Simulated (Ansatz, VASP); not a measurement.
AlN in VASP and in Ansatz

File INCAR:

```
PREC = Accurate
ENCUT = 520
EDIFF = 1E-6
ISMEAR = 0
SIGMA = 0.05
LREAL = False
LASPH = True
NELM = 80
ALGO = Normal
ISIF = 2
LWAVE = False
LCHARG = False
NBANDS = 26
```

File KPOINTS:

```
regular mesh
0
Gamma
  8 6 4
```

File POSCAR:

```
AlN
1.0
   -1.6378403119      2.8368226349      0.0000000000
    0.0000000000      0.0000000000      4.1006264518
    4.9135209358      2.8368226349      0.0000000000
Al N
4 4
Direct
    0.5757094566      0.7500000000      0.0909572101
    1.0000000000      0.7500000000      0.6666666667
    0.0000000000      0.2500000000      0.3333333333
    0.5000000000      0.2500000000      0.8333333333
    0.5000000000      0.2500000000      0.1666666667
    1.0000000000      0.2500000000      0.6666666667
    0.0000000000      0.7500000000      0.3333333333
    0.5000000000      0.7500000000      0.8333333333
```

Input for Ansatz:

```yaml
crystal:
  lattice:
    - [-1.6378403119, 2.8368226349, 0.0]
    - [0.0, 0.0, 4.1006264518]
    - [4.9135209358, 2.8368226349, 0.0]
  atoms:
    - { symbol: Al, position: [0.5757094566, 0.75, 0.0909572101] }
    - { symbol: Al, position: [1.0, 0.75, 0.6666666667] }
    - { symbol: Al, position: [0.0, 0.25, 0.3333333333] }
    - { symbol: Al, position: [0.5, 0.25, 0.8333333333] }
    - { symbol: "N", position: [0.5, 0.25, 0.1666666667] }
    - { symbol: "N", position: [1.0, 0.25, 0.6666666667] }
    - { symbol: "N", position: [0.0, 0.75, 0.3333333333] }
    - { symbol: "N", position: [0.5, 0.75, 0.8333333333] }
basis:
  ecutwfc: 420
kpoints:
  mp_grid: { grid: [8, 6, 4] }
hamiltonian:
  xc: lda
  pseudopotentials: { kind: paw, azcp: { folder: soft_1 } }
scf:
  occupations: { method: gaussian, width: 0.05 }
output:
  forces: true
  stress: true
  eigenvalues: true
  write_density: true
  write_potential: true
  elf: true
  volumetric_format: npy
```

Alike in both runs: task single point; functional LDA; k mesh 8 × 6 × 4; occupations gaussian, width 0.05 eV; no spin polarisation.

|  | VASP | Ansatz |
| --- | --- | --- |
| version | VASP 6.6.1 | Ansatz 0.2.0 |
| potentials or method | VASP PAW LDA potentials, release 64 (Al, N), cutoff 520 eV | scalar-relativistic, plane waves, PAW |
| valence electrons in the cell | 32 | 32 |

VASP gave:

| Property | Result |
| --- | --- |
| gap on the k mesh at the Fermi level (eV) | 2.47 |
| least direct gap on the mesh (eV) | 2.48 |
| pressure (GPa) | 13.6 |
| traceless stress, the component that is largest in VASP (GPa) | 21.20 |
| rms of the force components (eV/Å) | 4.934 |

**Question.** Estimate Ansatz's values.

**Answer.** gap on the k mesh at the Fermi level (eV): 2.46; least direct gap on the mesh (eV): 2.47; pressure (GPa): 12.7; traceless stress, the component that is largest in VASP (GPa): 20.65; rms of the force components (eV/Å): 4.865.

Ansatz warns that its potentials were made for another functional, while VASP's fit it. LDA's correlation is that of Perdew and Zunger in VASP and of Perdew and Wang (1992) in Ansatz. Atom by atom the forces differ by 0.073 eV/Å (rms over components).
